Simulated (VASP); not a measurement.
# ZnO in VASP: notebook

ZnO is run at these levels: r2SCAN; tasks: single point.

Everything below comes from runs of VASP 6.6.1. Logs are shortened: lines on timing, memory, paths and dates and some standing lists are left out, and cuts for length are marked.

## Step 1: The cell of the first run

The typed cell holds 2 atoms: a = 3.015 Å, b = 3.015 Å, c = 3.015 Å, α = 60.00°, β = 60.00°, γ = 60.00°.

## Step 2: Single point, r2SCAN

The input, POSCAR:

```
ZnO
1.0
    1.5078307840      0.8705465090      2.4620500255
   -1.5078307840      0.8705465090      2.4620500255
    0.0000000000     -1.7410930181      2.4620500255
Zn O
1 1
Direct
    0.0000000000      0.0000000000      0.0000000000
    0.5000000000      0.5000000000      0.5000000000
```

The input, INCAR.step1:

```
ALGO = Normal
EDIFF = 1E-4
ENCUT = 520
GGA = PE
ISMEAR = 0
LASPH = True
LCHARG = False
LREAL = False
LWAVE = True
NBANDS = 16
NELM = 60
PREC = Accurate
SIGMA = 0.1
```

The input, INCAR.step2:

```
ALGO = Normal
EDIFF = 1E-6
ENCUT = 520
ISIF = 2
ISMEAR = 0
ISTART = 1
LASPH = True
LCHARG = False
LMIXTAU = True
LREAL = False
LWAVE = False
METAGGA = R2SCAN
NBANDS = 16
NELM = 60
PREC = Accurate
SIGMA = 0.1
```

The input, KPOINTS:

```
k-points
0
Gamma
  12 12 12
```

Potentials or basis: VASP PAW PBE potentials, release 64 (Zn, O).

Run with:

```sh
> cat potpaw_PBE.64/Zn/POTCAR potpaw_PBE.64/O/POTCAR > POTCAR
> cp INCAR.step1 INCAR
> mpirun -np 1 vasp_std > vasp.out
> cp INCAR.step2 INCAR
> mpirun -np 1 vasp_std > vasp.out
```

OUTCAR:

```text
EDIFF = 1E-6
   ENCUT = 520
   ISIF = 2
   ISMEAR = 0
   ISTART = 1
   LASPH = True
   LREAL = False
   METAGGA = R2SCAN
   NELM = 60
   PREC = Accurate

 ion  position               nearest neighbor table
   1  0.000  0.000  0.000-   2 2.13   2 2.13   2 2.13   2 2.13   2 2.13   2 2.13
   2  0.500  0.500  0.500-   1 2.13   1 2.13   1 2.13   1 2.13   1 2.13   1 2.13

  LATTYP: Found a trigonal (rhomboedric) cell.
 ALAT       =     3.0154759534
 COS(alpha) =     0.4999384441

  Lattice vectors:

 A1 = (   1.5078307840,   0.8705465090,   2.4620500255)
 A2 = (  -1.5078307840,   0.8705465090,   2.4620500255)
 A3 = (   0.0000000000,  -1.7410930181,   2.4620500255)

Analysis of symmetry for initial positions (statically):
=====================================================================
 Subroutine PRICEL returns:
 Original cell was already a primitive cell.

 Routine SETGRP: Setting up the symmetry group for a
 trigonal (rhombohedral) supercell.

 Subroutine GETGRP returns: Found 12 space group operations
 (whereof 12 operations were pure point group operations)
 out of a pool of 12 trial point group operations.

The static configuration has the point symmetry D_3d.

Analysis of symmetry for dynamics (positions and initial velocities):
=====================================================================
 Subroutine PRICEL returns:
 Original cell was already a primitive cell.

 Routine SETGRP: Setting up the symmetry group for a
 trigonal (rhombohedral) supercell.

 Subroutine GETGRP returns: Found 12 space group operations
 (whereof 12 operations were pure point group operations)
 out of a pool of 12 trial point group operations.

The dynamic configuration has the point symmetry D_3d.

 Subroutine INISYM returns: Found 12 space group operations
 (whereof 12 operations are pure point group operations),
 and found     1 'primitive' translations

----------------------------------------------------------------------------------------

                                     Primitive cell

  volume of cell :      19.3907

  direct lattice vectors                    reciprocal lattice vectors
     1.507830784  0.870546509  2.462050025     0.331602197  0.191450617  0.135388530
    -1.507830784  0.870546509  2.462050025    -0.331602197  0.191450617  0.135388530
     0.000000000 -1.741093018  2.462050025     0.000000000 -0.382901235  0.135388530

  length of vectors
     3.015475953  3.015475953  3.015475953     0.406132256  0.406132256  0.406132256

  position of ions in fractional coordinates (direct lattice)
     0.000000000  0.000000000  0.000000000
     0.500000000  0.500000000  0.500000000

  ion indices of the primitive-cell ions
   primitive index   ion index
                 1           1
                 2           2

----------------------------------------------------------------------------------------

 KPOINTS: k-points

Automatic generation of k-mesh.
 Grid dimensions read from file:
 generate k-points for:   12   12   12

 Generating k-lattice:

  Cartesian coordinates                     Fractional coordinates (reciprocal lattice)
     0.027633516  0.015954218  0.011282377     0.083333333  0.000000000  0.000000000
    -0.027633516  0.015954218  0.011282377     0.000000000  0.083333333  0.000000000
     0.000000000 -0.031908436  0.011282377     0.000000000  0.000000000  0.083333333

  Length of vectors
     0.033844355  0.033844355  0.033844355

  Shift w.r.t. Gamma in fractional coordinates (k-lattice)
     0.000000000  0.000000000  0.000000000

 Subroutine IBZKPT returns following result:
 ===========================================

 Found    189 irreducible k-points:

 Following reciprocal coordinates:
            Coordinates               Weight
  0.000000  0.000000  0.000000      1.000000
  0.083333  0.000000  0.000000      6.000000
  0.166667 -0.000000  0.000000      6.000000
  0.250000  0.000000  0.000000      6.000000
  0.333333 -0.000000  0.000000      6.000000
  0.416667 -0.000000  0.000000      6.000000
[... 16 lines left out ...]
  0.500000  0.166667  0.000000     12.000000
 -0.416667  0.166667 -0.000000     12.000000
 [... further k-points ...]
   k-points           NKPTS =    189   k-points in BZ     NKDIM =    189   number of bands    NBANDS=     16
   number of dos      NEDOS =    301   number of ions     NIONS =      2
   total plane-waves  NPLWV =  13824
   dimension x,y,z NGX =    24 NGY =   24 NGZ =   24
   dimension x,y,z NGXF=    48 NGYF=   48 NGZF=   48
   ions per type =               1   1
   NGX,Y,Z   is equivalent  to a cutoff of  13.23, 13.23, 13.23 a.u.
   NGXF,Y,Z  is equivalent  to a cutoff of  26.46, 26.46, 26.46 a.u.
 SYSTEM =  unknown system
   PREC   = accura    normal or accurate (medium, high low for compatibility)
   ISTART =      1    job   : 0-new  1-cont  2-samecut
   ICHARG =      0    charge: 1-file 2-atom 10-const
   ISPIN  =      1    spin polarized calculation?
   LNONCOLLINEAR =      F non collinear calculations
   LSORBIT =      F    spin-orbit coupling
   LASPH  =      T    aspherical Exc in radial PAW
   ENCUT  =  520.0 eV  38.22 Ry    6.18 a.u.   5.61  5.61  5.61*2*pi/ulx,y,z
   NELM   =     60;   NELMIN=  2; NELMDL=  0     # of ELM steps
   EDIFF  = 0.1E-05   stopping-criterion for ELM
   LREAL  =      F    real-space projection
   EDIFFG = 0.1E-04   stopping-criterion for IOM
   NSW    =      0    number of steps for IOM
   IBRION =     -1    ionic relax: 0-MD 1-quasi-New 2-CG
   NFREE  =      0    steps in history (QN), initial steepest desc. (CG)
   ISIF   =      2    stress and relaxation
   ISYM   =      2    0-nonsym 1-usesym 2-fastsym
   POTIM  = 0.5000    time-step for ionic-motion
   TEBEG  =    0.0;   TEEND  =   0.0 temperature during run
   PSTRESS=    0.0 pullay stress
   NELECT =      18.0000    total number of electrons
   NUPDOWN=      -1.0000    fix difference up-down
   EMIN   =  10.00;   EMAX   =-10.00  energy-range for DOS
   EFERMI =   0.00;   METHOD = LEGACY
   ISMEAR =     0;   SIGMA  =   0.10  broadening in eV -4-tet -1-fermi 0-gaus
   EFERMI_NEDOS =   21; number of points for ismear=-14 and -15
   IALGO  =     38    algorithm
   IMIX   =      4    mixing-type and parameters
     AMIX     =   0.40;   BMIX     =  1.00
     AMIX_MAG =   1.60;   BMIX_MAG =  1.00
  volume/ion in A,a.u.               =       9.70        65.43
  Fermi-wavevector in a.u.,A,eV,Ry     =   1.596987  3.017868 34.699864  2.550368
  Thomas-Fermi vector in A             =   2.694664
   LORBIT       =      0    0 simple, 1 ext, 2 COOP (PROOUT), +10 PAW based schemes
   METAGGA = R2SCAN    functional components
   LHFCALC =     F    Hartree Fock is set to
   AEXX    =    0.0000 exact exchange contribution
   IVDW    =     0    specifies the selected vdW correction
   LEPSILON=     F    determine dielectric tensor
   LRPA    =     F    only Hartree local field effects (RPA)
 non-spin polarized calculation
 Gauss-broadening in eV      SIGMA  =   0.10
  energy-cutoff  :      520.00
  volume of cell :       19.39
 maximum number of plane-waves:       544
   NGX = 11   NGY = 11   NGZ = 11

 number of electron      18.0000001 magnetization

 Free energy of the ion-electron system (eV)
  ---------------------------------------------------
  ext. energy  EPLUGINS =         0.00000000
  ---------------------------------------------------
  free energy    TOTEN  =       -17.94855705 eV

  energy without entropy =      -17.94855705  energy(sigma->0) =      -17.94855705

 E-fermi :   2.9804     XC(G=0): -13.1398

 val. band max:        2.4771633858   @ k =   0.5000   0.0000   0.0000
 cond. band min:       4.0338245747   @ k =   0.0000   0.0000   0.0000
 fundamental gap:      1.5566611889
 Fermi energy:         2.9803921035

 k-point     1 :       0.0000    0.0000    0.0000
  band No.  band energies     occupation
      1     -17.1522      2.00000
      2      -2.4401      2.00000
      3      -2.4401      2.00000
      4      -2.4400      2.00000
      5      -2.2513      2.00000
      6      -2.2513      2.00000
[... 8 lines left out ...]
     15      23.2479      0.00000
     16      23.2482      0.00000

 k-point     2 :       0.0833    0.0000    0.0000
  band No.  band energies     occupation
      1     -17.0763      2.00000
      2      -2.4962      2.00000
      3      -2.4493      2.00000
      4      -2.4492      2.00000
      5      -2.3272      2.00000
      6      -2.3272      2.00000
[... 8 lines left out ...]
     15      23.1264      0.00000
     16      23.1278      0.00000

 k-point     3 :       0.1667   -0.0000    0.0000
  band No.  band energies     occupation
      1     -16.8613      2.00000
      2      -2.7468      2.00000
      3      -2.6648      2.00000
      4      -2.6647      2.00000
      5      -2.3112      2.00000
      6      -2.3111      2.00000
[... 8 lines left out ...]
     15      23.5226      0.00000
     16      23.5249      0.00000

 k-point     4 :       0.2500    0.0000    0.0000
  band No.  band energies     occupation
      1     -16.5472      2.00000
      2      -3.3558      2.00000
      3      -2.9740      2.00000
      4      -2.9737      2.00000
      5      -2.2197      2.00000
      6      -2.2196      2.00000
[... 8 lines left out ...]
     15      24.5192      0.00000
     16      24.5218      0.00000
[... 324 lines left out ...]
 k-point    22 :       0.4167    0.1667    0.0000
  band No.  band energies     occupation
      1     -15.9919      2.00000
      2      -4.2013      2.00000
      3      -3.2700      2.00000
      4      -3.0511      2.00000
      5      -2.2003      2.00000
      6      -2.0109      2.00000
[... 8 lines left out ...]
     15      27.5209      0.00000
     16      29.1518      0.00000

 k-point    23 :       0.5000    0.1667    0.0000
  band No.  band energies     occupation
      1     -15.8016      2.00000
      2      -4.4976      2.00000
      3      -3.4178      2.00000
      4      -3.2654      2.00000
      5      -2.1043      2.00000
      6      -1.9982      2.00000
[... 8 lines left out ...]
     15      27.2903      0.00000
     16      28.9624      0.00000

 k-point    24 :      -0.4167    0.1667   -0.0000
  band No.  band energies     occupation
      1     -15.7693      2.00000
      2      -4.5800      2.00000
      3      -3.3823      2.00000
      4      -3.3798      2.00000
      5      -2.0370      2.00000
      6      -2.0368      2.00000
[... 8 lines left out ...]
     15      26.7024      0.00000
     16      27.3397      0.00000

 [... further k-points ...]
[... 5 lines left out ...]
  --------------------------------------------------------------------------------------
  -------------------------------------------------------------------------------------
  Total        0.2242806      0.2242806      0.2244045     -0.0000000     -0.0000000      0.0000000
  in kB       18.5314554     18.5314554     18.5416968     -0.0000000     -0.0000000      0.0000000
  external PRESSURE =      18.5348692 kB  Pullay stress =       0.0000000 kB

 VOLUME and BASIS-vectors are now :
 -----------------------------------------------------------------------------
  energy-cutoff  :      520.00
  volume of cell :       19.39
      direct lattice vectors                 reciprocal lattice vectors
     1.507830784  0.870546509  2.462050025     0.331602197  0.191450617  0.135388530
    -1.507830784  0.870546509  2.462050025    -0.331602197  0.191450617  0.135388530
     0.000000000 -1.741093018  2.462050025     0.000000000 -0.382901235  0.135388530

 POSITION                                       TOTAL-FORCE (eV/Angst)
 -----------------------------------------------------------------------------------
      0.00000      0.00000      0.00000        -0.000000      0.000000      0.000000
      0.00000     -0.00000      3.69308         0.000000     -0.000000     -0.000000
 -----------------------------------------------------------------------------------
    total drift:                               -0.000000     -0.000000     -0.000000

  FREE ENERGIE OF THE ION-ELECTRON SYSTEM (eV)
  ---------------------------------------------------
  free  energy   TOTEN  =       -17.9485570542 eV

  energy  without entropy=      -17.9485570542  energy(sigma->0) =      -17.94855705
```

Wall time 66 s (1 thread of Intel Xeon 6975P-C (Granite Rapids), shared host); peak memory 0.18 GiB.

Results:

```
Free energy            : -17.9486 eV
Pressure               : 1.9 GPa
Band gap on the k mesh : 1.56 eV, indirect (least direct gap 3.00 eV)
```

Caveat: the PAW data sets were made with another functional, which shifts forces and pressure a little. A k mesh can miss the band edges.

## Step 3: Single point, r2SCAN

This run uses another cell than the first one, of 9.71 Å³/atom, 1.002 times its volume.

The input, POSCAR:

```
ZnO
1.0
    1.5087948621      0.8711031198      2.4638444620
   -1.5087948621      0.8711031198      2.4638444620
    0.0000000000     -1.7422062396      2.4638444620
Zn O
1 1
Direct
    0.0000000000      0.0000000000      0.0000000000
    0.5000000000      0.5000000000      0.5000000000
```

The input, INCAR.step1:

```
ALGO = Normal ; EDIFF = 1E-4
ENCUT = 520 ; GGA = PE
ISMEAR = 0 ; LASPH = True
LCHARG = False ; LREAL = False
LWAVE = True ; NBANDS = 16
NELM = 100 ; PREC = Accurate
SIGMA = 0.02
```

The input, INCAR.step2:

```
ALGO = Normal ; EDIFF = 1E-6
ENCUT = 520 ; ISIF = 2
ISMEAR = 0 ; ISTART = 1
LASPH = True ; LCHARG = True
LELF = True ; LMIXTAU = True
LREAL = False ; LVHAR = True
LWAVE = False ; METAGGA = R2SCAN
NBANDS = 16 ; NELM = 100
PREC = Accurate ; SIGMA = 0.02
```

KPOINTS is that of step 2.

Potentials or basis: VASP PAW PBE potentials, release 64 (Zn, O).

Run with:

```sh
> cat potpaw_PBE.64/Zn/POTCAR potpaw_PBE.64/O/POTCAR > POTCAR
> cp INCAR.step1 INCAR
> mpirun -np 1 vasp_std > vasp.out
> cp INCAR.step2 INCAR
> mpirun -np 1 vasp_std > vasp.out
```

It took 32 s on 1 thread of Intel Xeon 6975P-C (Granite Rapids), shared host; peak memory 0.15 GiB.

The run converged. Its results:

```yaml
Free_energy: -17.9490 eV
Pressure: 1.5 GPa
Band_gap_on_the_k_mesh: 1.55 eV, indirect (least direct gap 2.98 eV)
```

Levels at points of the mesh, in eV from the valence-band top:
| k point | band 7 | band 8 | band 9 | band 10 | band 11 | band 12 |
| --- | --- | --- | --- | --- | --- | --- |
| (0.00, 0.00, 0.00) | -1.44 | -1.44 | -1.44 | 1.55 | 18.83 | 18.83 |
| (0.50, 0.00, 0.00) | -3.64 | 0.00 | 0.00 | 6.19 | 10.06 | 13.79 |
| (0.50, 0.50, 0.00) | -4.09 | -2.90 | -2.90 | 5.03 | 11.70 | 11.95 |

Caveat: the PAW data sets were made with another functional, which shifts forces and pressure a little. r2SCAN opens gaps a little over a GGA but as a rule still falls short of measured ones.
